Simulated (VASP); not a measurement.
A run of VASP 6.6.1 is set up as follows.

Contents of INCAR:

```
SYSTEM = Al
PREC = Accurate
ENCUT = 500
EDIFF = 1E-6
ISMEAR = 1
SIGMA = 0.058
LREAL = .FALSE.
LASPH = .TRUE.
NELM = 200
ALGO = Normal
ISIF = 2
LWAVE = .FALSE.
LCHARG = .TRUE.
ISPIN = 2
MAGMOM = 4 0
LORBIT = 11
GGA = RE
LELF = .TRUE.
LVHAR = .TRUE.
NBANDS = 14
GGA_COMPAT = .FALSE.
```

File KPOINTS:

```
Automatic mesh
0
G
  3 3 2
  0 0 0
```

POSCAR

```
Al
1.0
    2.8124553515      0.0000000000      0.0000000000
   -1.4062276757      2.4356577814      0.0000000000
    0.0000000000      0.0000000000      4.8668500000
Al
2
Direct
    1.4316666667      0.9093333333      0.8440000000
    1.0983333333      1.2426666667      0.3440000000
```

Potentials or basis: VASP PAW PBE potentials, release 64 (Al).

The run is started by

```sh
$ cat potpaw_PBE.64/Al/POTCAR > POTCAR
$ mpirun -np 1 vasp_std > vasp.out
```

(1) Predict the net moment.

(2) Predict the pressure.

Results:

(1) -0.12 μB per cell.

(2) 2.2 GPa.

Caveat: the k points lie up to 0.86 Å⁻¹ apart; the PAW data sets were made with another functional, which shifts forces and pressure a little.
